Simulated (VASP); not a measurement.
# Pb (Pm-3m) in VASP: further runs

Pb is run at these levels: PBE; tasks: single point, relaxation of cell and atoms.

Program: VASP 6.6.1. These are calculated values, not measurements. Logs are shortened: lines on timing, memory, paths and dates and some standing lists are left out, and cuts for length are marked.

## 1. The cell of the first run

It takes space group Pm-3m (No. 221, cubic). The conventional cell has a = 4.613 Å, b = 4.613 Å, c = 4.613 Å, α = 90.00°, β = 90.00°, γ = 90.00°. Pb (site symmetry 4/mmm) has 8 Pb at 3.26 Å within 4.3 Å.

## 2. Single point, PBE

INCAR reads:

```
PREC     = Accurate       # precision mode
ENCUT    = 520            # plane-wave cutoff, eV
EDIFF    = 1E-6           # SCF threshold, eV
ISMEAR   = 0              # smearing method
SIGMA    = 0.1            # smearing width, eV
LREAL    = F              # projectors in reciprocal space
LASPH    = T              # aspherical terms in the spheres
NELM     = 100            # most SCF steps
ALGO     = Normal         # electronic algorithm
ISIF     = 2              # what is computed and relaxed
LWAVE    = F              # write WAVECAR
LCHARG   = F              # write CHGCAR
GGA      = PE             # functional
NBANDS   = 28             # bands
```

KPOINTS reads:

```
Automatic mesh
0
Gamma
  4 4 4
```

POSCAR reads:

```
Pb
1.0
    4.6133336300      0.0000000000      0.0000000000
    0.0000000000      4.6133336300      0.0000000000
    0.0000000000      0.0000000000      4.6133336300
Pb
3
Direct
    0.5000000000      0.0000000000      0.0000000000
    0.0000000000      0.5000000000      0.0000000000
    0.0000000000      0.0000000000      0.5000000000
```

Potentials or basis: VASP PAW PBE potentials, release 64 (Pb_d).

Command:

```bash
$ cat potpaw_PBE.64/Pb_d/POTCAR > POTCAR
$ mpirun -np 1 vasp_std > vasp.out
```

OUTCAR:

```text
PREC = Accurate
   ENCUT = 520
   EDIFF = 1E-6
   ISMEAR = 0
   LREAL = F
   LASPH = T
   NELM = 100
   ISIF = 2
   GGA = PE

 ion  position               nearest neighbor table
   1  0.500  0.000  0.000-   2 3.26   3 3.26   3 3.26   2 3.26   2 3.26   3 3.26   3 3.26   2 3.26

   2  0.000  0.500  0.000-   1 3.26   3 3.26   3 3.26   1 3.26   3 3.26   3 3.26   1 3.26   1 3.26

   3  0.000  0.000  0.500-   1 3.26   2 3.26   1 3.26   2 3.26   2 3.26   2 3.26   1 3.26   1 3.26

  LATTYP: Found a simple cubic cell.
 ALAT       =     4.6133336300

  Lattice vectors:

 A1 = (   4.6133336300,   0.0000000000,   0.0000000000)
 A2 = (   0.0000000000,   4.6133336300,   0.0000000000)
 A3 = (   0.0000000000,   0.0000000000,   4.6133336300)

Analysis of symmetry for initial positions (statically):
=====================================================================
 Subroutine PRICEL returns:
 Original cell was already a primitive cell.

 Routine SETGRP: Setting up the symmetry group for a
 simple cubic supercell.

 Subroutine GETGRP returns: Found 48 space group operations
 (whereof 48 operations were pure point group operations)
 out of a pool of 48 trial point group operations.

The static configuration has the point symmetry O_h .

Analysis of symmetry for dynamics (positions and initial velocities):
=====================================================================
 Subroutine PRICEL returns:
 Original cell was already a primitive cell.

 Routine SETGRP: Setting up the symmetry group for a
 simple cubic supercell.

 Subroutine GETGRP returns: Found 48 space group operations
 (whereof 48 operations were pure point group operations)
 out of a pool of 48 trial point group operations.

The dynamic configuration has the point symmetry O_h .

 Subroutine INISYM returns: Found 48 space group operations
 (whereof 48 operations are pure point group operations),
 and found     1 'primitive' translations

----------------------------------------------------------------------------------------

                                     Primitive cell

  volume of cell :      98.1849

  direct lattice vectors                    reciprocal lattice vectors
     4.613333630  0.000000000  0.000000000     0.216762992  0.000000000  0.000000000
     0.000000000  4.613333630  0.000000000     0.000000000  0.216762992  0.000000000
     0.000000000  0.000000000  4.613333630     0.000000000  0.000000000  0.216762992

  length of vectors
     4.613333630  4.613333630  4.613333630     0.216762992  0.216762992  0.216762992

  position of ions in fractional coordinates (direct lattice)
     0.500000000  0.000000000  0.000000000
     0.000000000  0.500000000  0.000000000
     0.000000000  0.000000000  0.500000000

  ion indices of the primitive-cell ions
   primitive index   ion index
                 1           1
                 2           2
                 3           3

----------------------------------------------------------------------------------------

 KPOINTS: Automatic mesh

Automatic generation of k-mesh.
 Grid dimensions read from file:
 generate k-points for:    4    4    4

 Generating k-lattice:

  Cartesian coordinates                     Fractional coordinates (reciprocal lattice)
     0.054190748  0.000000000  0.000000000     0.250000000  0.000000000  0.000000000
     0.000000000  0.054190748  0.000000000     0.000000000  0.250000000  0.000000000
     0.000000000  0.000000000  0.054190748     0.000000000  0.000000000  0.250000000

  Length of vectors
     0.054190748  0.054190748  0.054190748

  Shift w.r.t. Gamma in fractional coordinates (k-lattice)
     0.000000000  0.000000000  0.000000000

 Subroutine IBZKPT returns following result:
 ===========================================

 Found     10 irreducible k-points:

 Following reciprocal coordinates:
            Coordinates               Weight
  0.000000  0.000000  0.000000      1.000000
  0.250000  0.000000  0.000000      6.000000
  0.500000  0.000000  0.000000      3.000000
  0.250000  0.250000  0.000000     12.000000
  0.500000  0.250000  0.000000     12.000000
  0.500000  0.500000  0.000000      3.000000
  0.250000  0.250000  0.250000      8.000000
  0.500000  0.250000  0.250000     12.000000
  0.500000  0.500000  0.250000      6.000000
  0.500000  0.500000  0.500000      1.000000
   k-points           NKPTS =     10   k-points in BZ     NKDIM =     10   number of bands    NBANDS=     28
   number of dos      NEDOS =    301   number of ions     NIONS =      3
   total plane-waves  NPLWV =  46656
   dimension x,y,z NGX =    36 NGY =   36 NGZ =   36
   dimension x,y,z NGXF=    72 NGYF=   72 NGZF=   72
   ions per type =               3
   NGX,Y,Z   is equivalent  to a cutoff of  12.97, 12.97, 12.97 a.u.
   NGXF,Y,Z  is equivalent  to a cutoff of  25.95, 25.95, 25.95 a.u.
 SYSTEM =  unknown system
   PREC   = accura    normal or accurate (medium, high low for compatibility)
   ISTART =      0    job   : 0-new  1-cont  2-samecut
   ICHARG =      2    charge: 1-file 2-atom 10-const
   ISPIN  =      1    spin polarized calculation?
   LNONCOLLINEAR =      F non collinear calculations
   LSORBIT =      F    spin-orbit coupling
   LASPH  =      T    aspherical Exc in radial PAW
   ENCUT  =  520.0 eV  38.22 Ry    6.18 a.u.   8.58  8.58  8.58*2*pi/ulx,y,z
   NELM   =    100;   NELMIN=  2; NELMDL= -5     # of ELM steps
   EDIFF  = 0.1E-05   stopping-criterion for ELM
   LREAL  =      F    real-space projection
   EDIFFG = 0.1E-04   stopping-criterion for IOM
   NSW    =      0    number of steps for IOM
   IBRION =     -1    ionic relax: 0-MD 1-quasi-New 2-CG
   NFREE  =      0    steps in history (QN), initial steepest desc. (CG)
   ISIF   =      2    stress and relaxation
   ISYM   =      2    0-nonsym 1-usesym 2-fastsym
   POTIM  = 0.5000    time-step for ionic-motion
   TEBEG  =    0.0;   TEEND  =   0.0 temperature during run
   PSTRESS=    0.0 pullay stress
   NELECT =      42.0000    total number of electrons
   NUPDOWN=      -1.0000    fix difference up-down
   EMIN   =  10.00;   EMAX   =-10.00  energy-range for DOS
   EFERMI =   0.00;   METHOD = LEGACY
   ISMEAR =     0;   SIGMA  =   0.10  broadening in eV -4-tet -1-fermi 0-gaus
   EFERMI_NEDOS =   21; number of points for ismear=-14 and -15
   IALGO  =     38    algorithm
   IMIX   =      4    mixing-type and parameters
     AMIX     =   0.40;   BMIX     =  1.00
     AMIX_MAG =   1.60;   BMIX_MAG =  1.00
  volume/ion in A,a.u.               =      32.73       220.86
  Fermi-wavevector in a.u.,A,eV,Ry     =   1.233511  2.330998 20.701940  1.521550
  Thomas-Fermi vector in A             =   2.368238
   LORBIT       =      0    0 simple, 1 ext, 2 COOP (PROOUT), +10 PAW based schemes
   GGA     = PE    functional components
   LHFCALC =     F    Hartree Fock is set to
   AEXX    =    0.0000 exact exchange contribution
   IVDW    =     0    specifies the selected vdW correction
   LEPSILON=     F    determine dielectric tensor
   LRPA    =     F    only Hartree local field effects (RPA)
 non-spin polarized calculation
 Gauss-broadening in eV      SIGMA  =   0.10
  energy-cutoff  :      520.00
  volume of cell :       98.18
 maximum number of plane-waves:      2680
 NGX is ok and might be reduce to    36
   NGX = 17   NGY = 17   NGZ = 17

 number of electron      42.0000008 magnetization

 Free energy of the ion-electron system (eV)
  ---------------------------------------------------
  ext. energy  EPLUGINS =         0.00000000
  ---------------------------------------------------
  free energy    TOTEN  =       -10.24979364 eV

  energy without entropy =      -10.23634598  energy(sigma->0) =      -10.24306981

 E-fermi :   6.2403     XC(G=0):  -9.6212

 val. band max:        6.1846490274   @ k =   0.2500   0.2500   0.0000
 cond. band min:       6.3190846879   @ k =   0.5000   0.2500   0.2500
 fundamental gap:      0.1344356604
 Fermi energy:         6.2402582421

 k-point     1 :       0.0000    0.0000    0.0000
  band No.  band energies     occupation
      1     -10.9551      2.00000
      2     -10.9551      2.00000
      3     -10.9551      2.00000
      4     -10.9192      2.00000
      5     -10.7489      2.00000
      6     -10.7489      2.00000
[... 20 lines left out ...]
     27      12.0034      0.00000
     28      12.0034      0.00000

 k-point     2 :       0.2500    0.0000    0.0000
  band No.  band energies     occupation
      1     -10.9416      2.00000
      2     -10.8624      2.00000
      3     -10.8624      2.00000
      4     -10.8513      2.00000
      5     -10.7373      2.00000
      6     -10.6898      2.00000
[... 20 lines left out ...]
     27      11.6123      0.00000
     28      11.6123      0.00000

 k-point     3 :       0.5000    0.0000    0.0000
  band No.  band energies     occupation
      1     -10.9270      2.00000
      2     -10.7594      2.00000
      3     -10.7133      2.00000
      4     -10.6609      2.00000
      5     -10.6609      2.00000
      6     -10.5979      2.00000
[... 20 lines left out ...]
     27      11.8191      0.00000
     28      13.8731      0.00000

 k-point     4 :       0.2500    0.2500    0.0000
  band No.  band energies     occupation
      1     -10.8759      2.00000
      2     -10.8544      2.00000
      3     -10.8243      2.00000
      4     -10.7674      2.00000
      5     -10.7081      2.00000
      6     -10.6386      2.00000
[... 144 lines left out ...]
     27      11.6690      0.00000
     28      12.7529      0.00000

 k-point     9 :       0.5000    0.5000    0.2500
  band No.  band energies     occupation
      1     -10.7917      2.00000
      2     -10.7917      2.00000
      3     -10.7742      2.00000
      4     -10.7216      2.00000
      5     -10.7216      2.00000
      6     -10.7156      2.00000
[... 20 lines left out ...]
     27      13.5058      0.00000
     28      14.2587      0.00000

 k-point    10 :       0.5000    0.5000    0.5000
  band No.  band energies     occupation
      1     -10.8205      2.00000
      2     -10.8205      2.00000
      3     -10.8205      2.00000
      4     -10.7578      2.00000
      5     -10.7578      2.00000
      6     -10.7578      2.00000
[... 20 lines left out ...]
     27      14.4623      0.00000
     28      14.4623      0.00000

------------------------ aborting loop because EDIFF is reached ----------------------------------------

  FORCE on cell =-STRESS in cart. coord.  units (eV):
  Direction    XX          YY          ZZ          XY          YZ          ZX
  --------------------------------------------------------------------------------------
  -------------------------------------------------------------------------------------
  Total        2.4680125      2.4680125      2.4680125      0.0000000     -0.0000000      0.0000000
  in kB       40.2729405     40.2729405     40.2729405      0.0000000     -0.0000000      0.0000000
  external PRESSURE =      40.2729405 kB  Pullay stress =       0.0000000 kB

 VOLUME and BASIS-vectors are now :
 -----------------------------------------------------------------------------
  energy-cutoff  :      520.00
  volume of cell :       98.18
      direct lattice vectors                 reciprocal lattice vectors
     4.613333630  0.000000000  0.000000000     0.216762992  0.000000000  0.000000000
     0.000000000  4.613333630  0.000000000     0.000000000  0.216762992  0.000000000
     0.000000000  0.000000000  4.613333630     0.000000000  0.000000000  0.216762992

 POSITION                                       TOTAL-FORCE (eV/Angst)
 -----------------------------------------------------------------------------------
      2.30667      0.00000      0.00000         0.000000      0.000000      0.000000
      0.00000      2.30667      0.00000         0.000000      0.000000      0.000000
      0.00000      0.00000      2.30667         0.000000      0.000000      0.000000
 -----------------------------------------------------------------------------------
    total drift:                                0.000000      0.000000     -0.000000

  FREE ENERGIE OF THE ION-ELECTRON SYSTEM (eV)
  ---------------------------------------------------
  free  energy   TOTEN  =       -10.2497936376 eV

  energy  without entropy=      -10.2363459823  energy(sigma->0) =      -10.24306981
```

It took 9.3 s on 1 thread of Intel Xeon 6975P-C (Granite Rapids), shared host; peak memory 0.2 GiB.

Results:

```
Free energy            : -10.2498 eV
Pressure               : 4.0 GPa
Band gap on the k mesh : zero (band 21 reaches 7.32 eV, above the bottom of band 22 at 3.39 eV)
```

Caveat: spin-orbit coupling is left out, which moves the levels of the heavy elements.

## 3. Single point, PBE

This run uses another cell than the first one, of 36.11 Å³/atom, 1.103 times its volume.

INCAR reads:

```
ALGO = Normal
EDIFF = 1E-6
ENCUT = 520
GGA = PE
ISIF = 2
ISMEAR = 0
LASPH = T
LCHARG = F
LREAL = F
LWAVE = F
NBANDS = 28
NELM = 100
PREC = Accurate
SIGMA = 0.1
```

KPOINTS reads:

```
k-points
0
Gamma
  4 4 4
```

POSCAR reads:

```
Pb
1.0
    4.7669982302      0.0000000000      0.0000000000
    0.0000000000      4.7669982302      0.0000000000
    0.0000000000      0.0000000000      4.7669982302
Pb
3
Direct
    0.5000000000      0.0000000000      0.0000000000
    0.0000000000      0.5000000000      0.0000000000
    0.0000000000      0.0000000000      0.5000000000
```

Potentials or basis: VASP PAW PBE potentials, release 64 (Pb_d).

Command:

```bash
$ cat potpaw_PBE.64/Pb_d/POTCAR > POTCAR
$ mpirun -np 1 vasp_std > vasp.out
```

OUTCAR:

```text
EDIFF = 1E-6
   ENCUT = 520
   GGA = PE
   ISIF = 2
   ISMEAR = 0
   LASPH = T
   LREAL = F
   NELM = 100
   PREC = Accurate

 ion  position               nearest neighbor table
   1  0.500  0.000  0.000-   2 3.37   3 3.37   3 3.37   2 3.37   2 3.37   3 3.37   3 3.37   2 3.37

   2  0.000  0.500  0.000-   1 3.37   3 3.37   3 3.37   1 3.37   3 3.37   3 3.37   1 3.37   1 3.37

   3  0.000  0.000  0.500-   1 3.37   2 3.37   1 3.37   2 3.37   2 3.37   2 3.37   1 3.37   1 3.37

  LATTYP: Found a simple cubic cell.
[... 488 lines left out ...]

  FORCE on cell =-STRESS in cart. coord.  units (eV):
  Direction    XX          YY          ZZ          XY          YZ          ZX
  --------------------------------------------------------------------------------------
  -------------------------------------------------------------------------------------
  Total       -0.1490266     -0.1490266     -0.1490266      0.0000000     -0.0000000     -0.0000000
  in kB       -2.2041417     -2.2041417     -2.2041417      0.0000000     -0.0000000     -0.0000000
  external PRESSURE =      -2.2041417 kB  Pullay stress =       0.0000000 kB

 VOLUME and BASIS-vectors are now :
 -----------------------------------------------------------------------------
  energy-cutoff  :      520.00
  volume of cell :      108.33
      direct lattice vectors                 reciprocal lattice vectors
     4.766998230  0.000000000  0.000000000     0.209775618  0.000000000  0.000000000
     0.000000000  4.766998230  0.000000000     0.000000000  0.209775618  0.000000000
     0.000000000  0.000000000  4.766998230     0.000000000  0.000000000  0.209775618

 POSITION                                       TOTAL-FORCE (eV/Angst)
 -----------------------------------------------------------------------------------
      2.38350      0.00000      0.00000         0.000000      0.000000      0.000000
      0.00000      2.38350      0.00000         0.000000      0.000000      0.000000
      0.00000      0.00000      2.38350         0.000000      0.000000      0.000000
 -----------------------------------------------------------------------------------
    total drift:                                0.000000      0.000000     -0.000000

  FREE ENERGIE OF THE ION-ELECTRON SYSTEM (eV)
  ---------------------------------------------------
  free  energy   TOTEN  =       -10.3621088163 eV

  energy  without entropy=      -10.3417087882  energy(sigma->0) =      -10.35190880
```

OSZICAR:

```text
N       E                     dE             d eps       ncg     rms          rms(c)
DAV:   1     0.475841936984E+03    0.47584E+03   -0.20918E+04   560   0.174E+03
DAV:   2     0.310647293482E+02   -0.44478E+03   -0.43757E+03   560   0.452E+02
DAV:   3    -0.891284183467E+01   -0.39978E+02   -0.39608E+02   708   0.173E+02
DAV:   4    -0.103466699440E+02   -0.14338E+01   -0.14321E+01   644   0.396E+01
DAV:   5    -0.104092116664E+02   -0.62542E-01   -0.62540E-01   684   0.742E+00    0.112E+00
DAV:   6    -0.103700424949E+02    0.39169E-01   -0.80696E-02   688   0.272E+00    0.604E-01
DAV:   7    -0.103606676721E+02    0.93748E-02   -0.65290E-02   648   0.244E+00    0.185E-01
DAV:   8    -0.103622917275E+02   -0.16241E-02   -0.11588E-02   616   0.134E+00    0.824E-02
DAV:   9    -0.103620381379E+02    0.25359E-03   -0.20591E-03   716   0.557E-01    0.283E-02
DAV:  10    -0.103621021898E+02   -0.64052E-04   -0.20485E-04   716   0.144E-01    0.738E-03
DAV:  11    -0.103621101420E+02   -0.79522E-05   -0.28560E-05   608   0.485E-02    0.682E-03
DAV:  12    -0.103621083390E+02    0.18029E-05   -0.11347E-05   616   0.407E-02    0.111E-03
DAV:  13    -0.103621088163E+02   -0.47725E-06   -0.49497E-07   392   0.776E-03
   1 F= -.10362109E+02 E0= -.10351909E+02  d E =-.204000E-01
```

stdout:

```text
POSCAR found type information on POSCAR Pb
 POSCAR found :  1 types and       3 ions
 scaLAPACK will be used
 LDA part: xc-table for (Slater+PW92), standard interpolation
 POSCAR, INCAR and KPOINTS ok, starting setup
 FFT: planning ... GRIDC
 FFT: planning ... GRID_SOFT
 FFT: planning ... GRID
 WAVECAR not read
 entering main loop
```

It took 9.2 s on 1 thread of Intel Xeon 6975P-C (Granite Rapids), shared host; peak memory 0.21 GiB.

What came out:

* Free energy: -10.3621 eV
* Pressure: -0.2 GPa
* Band gap on the k mesh: zero (band 21 reaches 6.26 eV, above the bottom of band 22 at 2.76 eV)

Levels at points of the mesh, in eV from the Fermi level:
```csv
k point,band 19,band 20,band 21,band 22,band 23,band 24
"(0.00, 0.00, 0.00)",-2.13,-2.13,-2.13,3.00,3.18,3.18
"(0.50, 0.00, 0.00)",-0.92,-0.92,0.74,1.03,1.03,1.28
"(0.50, 0.50, 0.00)",-2.85,-0.62,0.98,1.36,1.36,1.42
"(0.50, 0.50, 0.50)",-4.32,-2.52,-2.52,-2.52,2.84,6.65
```

Caveat: spin-orbit coupling is left out, which moves the levels of the heavy elements.

[end of part 1 of 2]
